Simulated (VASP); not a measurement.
BiTe:

```xyz
2
Lattice="2.4227 1.3988 3.3173 -2.4227 1.3988 3.3173 0.0000 -2.7975 3.3173" Properties=species:S:1:pos:R:3 pbc="T T T"
Bi    0.0000    0.0000    4.9759
Te    0.0000    0.0000    0.0000
```

```yaml
Program: VASP 6.6.1
Task: relaxation of volume and atoms at fixed shape
Functional: LDA
Potentials_or_basis: VASP PAW LDA potentials, release 64 (Bi_d, Te)
Cutoff: 600 eV
k_mesh: 6 × 6 × 6
Occupations: methfessel-paxton, width 0.1 eV
Spin: no spin polarisation
```

At the start: pressure -3.6 GPa; volume 33.72 Å³/atom.

Task: How do energy, volume and symmetry change on relaxing?

Result: Over 3 steps the energy falls by 27.6 meV/atom and the volume is 31.42 Å³/atom (-6.8 %); space group R-3m (No. 166, to 0.1 Å) before and after.

Step by step:
```tsv
step	energy change (eV)	largest force (eV/Å)	pressure (GPa)	volume (Å³)
1	0.0000	0.0000	-3.59	67.45
2	-0.0357	0.0000	2.66	60.35
3	-0.0552	0.0000	-0.02	62.83
```

Final structure:
```cif
data_structure
_symmetry_space_group_name_H-M 'P 1'
_symmetry_Int_Tables_number 1
_cell_length_a 4.2381
_cell_length_b 4.2381
_cell_length_c 4.2381
_cell_angle_alpha 67.877
_cell_angle_beta 67.877
_cell_angle_gamma 67.877
_cell_volume 62.83
loop_
_atom_site_label
_atom_site_type_symbol
_atom_site_fract_x
_atom_site_fract_y
_atom_site_fract_z
_atom_site_occupancy
Bi1 Bi 0.50000 0.50000 0.50000 1
Te1 Te 0.00000 0.00000 0.00000 1
```
